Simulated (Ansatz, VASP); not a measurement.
**SiO2: VASP beside Ansatz**

Contents of INCAR:

```
ALGO = Normal
EDIFF = 1E-7
ENCUT = 520
GGA = PE
ISIF = 2
ISMEAR = -1
LASPH = True
LCHARG = False
LREAL = False
LWAVE = False
NBANDS = 25
NELM = 80
PREC = Accurate
SIGMA = 0.02
```

File KPOINTS:

```
k-points
0
Gamma
  6 6 10
```

The input POSCAR:

```
SiO2
1.0
    4.3107444626      0.0000000000      0.0000000000
    0.0000000000      4.3107444626      0.0000000000
    0.0000000000      0.0000000000      2.6318110664
Si O
2 4
Direct
    0.0000000000      0.0000000000      0.0000000000
    0.5000000000      0.5000000000      0.5000000000
    0.3099557583      0.3099557583      0.0000000000
    0.1900442417      0.8099557583      0.5000000000
    0.8099557583      0.1900442417      0.5000000000
    0.6900442417      0.6900442417      0.0000000000
```

Input for Ansatz:

```yaml
crystal:
  lattice:
    - [4.3107444626, 0.0, 0.0]
    - [0.0, 4.3107444626, 0.0]
    - [0.0, 0.0, 2.6318110664]
  atoms:
    - { symbol: Si, position: [0.0, 0.0, 0.0] }
    - { symbol: Si, position: [0.5, 0.5, 0.5] }
    - { symbol: O, position: [0.3099557583, 0.3099557583, 0.0] }
    - { symbol: O, position: [0.1900442417, 0.8099557583, 0.5] }
    - { symbol: O, position: [0.8099557583, 0.1900442417, 0.5] }
    - { symbol: O, position: [0.6900442417, 0.6900442417, 0.0] }
kpoints:
  mp_grid: { grid: [6, 6, 10] }
  band_path:
    path:
      - [0.0, 0.0, 0.0]
      - [0.0, 0.5, 0.0]
      - [0.5, 0.5, 0.0]
      - [0.0, 0.0, 0.5]
      - [0.0, 0.5, 0.5]
      - [0.5, 0.5, 0.5]
    npoints: 1
hamiltonian:
  xc: pbe
scf:
  occupations: { method: fermi_dirac, width: 0.02 }
  n_extra_bands: 5
output:
  forces: true
  stress: true
  eigenvalues: true
```

Change from the starting cell: epitaxial_xy strain +3.0%.

Alike in both runs: task single point; functional PBE; k mesh 6 × 6 × 10; occupations fermi-dirac, width 0.02 eV; no spin polarisation.

|  | VASP | Ansatz |
| --- | --- | --- |
| version | VASP 6.6.1 | Ansatz 0.2.0 |
| potentials or method | VASP PAW PBE potentials, release 64 (Si, O) | plane waves, PAW |
| plane-wave cutoff (eV) | 520 | 420 |
| valence electrons in the cell | 32 | 32 |

|  | VASP | Ansatz | Ansatz less VASP |
| --- | --- | --- | --- |
| gap on the k mesh at the Fermi level (eV) | 5.11 | 5.12 | +0.015 |
| pressure (GPa) | 0.7 | 0.6 | -0.17 |
| traceless stress, the component that is largest in VASP (GPa) | 9.85 | 9.28 | -0.565 |
| rms of the force components (eV/Å) | 0.078 | 0.064 | -0.0139 |

Atom by atom the forces differ by 0.014 eV/Å (rms over components).
